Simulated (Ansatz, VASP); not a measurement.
## One calculation of Ge2Sb2Te5, two programs

Contents of INCAR:

```
SYSTEM = Ge2Sb2Te5
PREC = Accurate ; ENCUT = 600
EDIFF = 1E-7 ; ISMEAR = 0
SIGMA = 0.01 ; LREAL = .FALSE.
LASPH = .TRUE. ; NELM = 80
ALGO = Normal ; ISIF = 3
LWAVE = .FALSE. ; LCHARG = .FALSE.
GGA = PE ; IBRION = 2
NSW = 100 ; EDIFFG = -0.005
```

The input KPOINTS:

```
Automatic mesh
0
G
  9 9 2
  0 0 0
```

The input POSCAR:

```
Ge2Sb2Te5
1.0
    4.2648321257      0.0000000000      0.0000000000
   -2.1324160628      3.6934529637      0.0000000000
    0.0000000000      0.0000000000     17.9991050000
Ge Sb Te
2 2 5
Direct
    0.0000000000      0.0000000000      0.3322520000
    0.0000000000      0.0000000000      0.6677480000
    0.3333333300      0.6666666700      0.1126580000
    0.6666666700      0.3333333300      0.8873420000
    0.0000000000      0.0000000000      0.0000000000
    0.3333333300      0.6666666700      0.7901080000
    0.6666666700      0.3333333300      0.2098920000
    0.3333333300      0.6666666700      0.4110450000
    0.6666666700      0.3333333300      0.5889550000
```

Input for Ansatz:

```yaml
crystal:
  lattice:
    - [4.2648321257, 0.0, 0.0]
    - [-2.1324160628, 3.6934529637, 0.0]
    - [0.0, 0.0, 17.999105]
  atoms:
    - { symbol: Ge, position: [0.0, 0.0, 0.332252] }
    - { symbol: Ge, position: [0.0, 0.0, 0.667748] }
    - { symbol: Sb, position: [0.33333333, 0.66666667, 0.112658] }
    - { symbol: Sb, position: [0.66666667, 0.33333333, 0.887342] }
    - { symbol: Te, position: [0.0, 0.0, 0.0] }
    - { symbol: Te, position: [0.33333333, 0.66666667, 0.790108] }
    - { symbol: Te, position: [0.66666667, 0.33333333, 0.209892] }
    - { symbol: Te, position: [0.33333333, 0.66666667, 0.411045] }
    - { symbol: Te, position: [0.66666667, 0.33333333, 0.588955] }
basis:
  ecutwfc: 420
kpoints:
  mp_grid: { grid: [9, 9, 2] }
hamiltonian:
  xc: pbe
  pseudopotentials: { kind: paw, azcp: { folder: soft_1 } }
scf:
  occupations: { method: gaussian, width: 0.01 }
output:
  forces: true
  stress: true
  eigenvalues: true
  write_density: true
  write_potential: true
  elf: true
  volumetric_format: npy
relax:
  adjacent_minimum: "off"
  f_tol: 0.005
  max_steps: 80
  cell: { stress_tol: 0.05 }
```

Alike in both runs: task relaxation of cell and atoms; functional PBE; k mesh 9 × 9 × 2; occupations gaussian, width 0.01 eV; no spin polarisation.

|  | VASP | Ansatz |
| --- | --- | --- |
| version | VASP 6.6.1 | Ansatz 0.2.0 |
| potentials or method | VASP PAW PBE potentials, release 64 (Ge_d, Sb, Te), cutoff 600 eV | scalar-relativistic, plane waves, PAW |
| valence electrons in the cell | 68 | 138 |

Ansatz gave:

| Item | Value |
| --- | --- |
| gap on the k mesh at the Fermi level, each at its own relaxed structure (eV) | 0.18 |
| relaxed volume (Å³/atom) | 31.64 |
| relaxed length of the cell vector where the two differ most in proportion (Å) | 18.087 |

Task: Estimate VASP's values.

Result: gap on the k mesh at the Fermi level, each at its own relaxed structure (eV): 0.17; relaxed volume (Å³/atom): 31.53; relaxed length of the cell vector where the two differ most in proportion (Å): 18.018.

VASP's potentials hold 68 valence electrons a cell and Ansatz's 138, so a difference there can come from the potentials and not from the codes.

Spin-orbit coupling is off throughout.
